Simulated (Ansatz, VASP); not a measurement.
# Sn2Ge: VASP beside Ansatz

```
Sn Ge
1.0
     4.51669    0.00038   -0.00007
     0.00041    7.79477    0.00297
    -0.00071    0.00375   11.03707
Sn Ge
8 4
Direct
  0.00000 0.00007 0.36885
  0.50003 0.50001 0.36890
  0.00005 0.33310 0.04941
  0.50007 0.83304 0.04946
  0.50008 0.16700 0.95059
  0.00008 0.66706 0.95054
  0.99990 0.99994 0.63109
  0.49993 0.49989 0.63115
  0.49995 0.16593 0.70697
  0.99997 0.66597 0.70692
  0.99998 0.33403 0.29303
  0.49996 0.83398 0.29309
```

Change from the starting cell: cell x2, atoms moved at random (sigma 0.1 Å) and cell strained at random (1.5 %), then relaxed without symmetry.

Alike in both runs: functional PBE; k mesh 6 × 4 × 2; occupations gaussian, width 0.2 eV; no spin polarisation.

Ansatz relaxed the structure, and its values are those at the end. VASP's run is a single point on that final structure, the one shown.

```csv
,VASP,Ansatz
version,VASP 6.6.1,Ansatz 0.2.0
potentials or method,"VASP PAW PBE potentials, release 64 (Sn_d, Ge_d), cutoff 520 eV","scalar-relativistic, plane waves, PAW"
valence electrons in the cell,168,168
```

|  | VASP | Ansatz | Ansatz less VASP |
| --- | --- | --- | --- |
| gap on the k mesh at the Fermi level (eV) | none | none | - |
| pressure (GPa) | 0.0 | 0.0 | +0.04 |
| rms of the force components (eV/Å) | 0.004 | 0.004 | +0.0001 |

A gap of «none» marks a metal or a gap that the smearing closes.
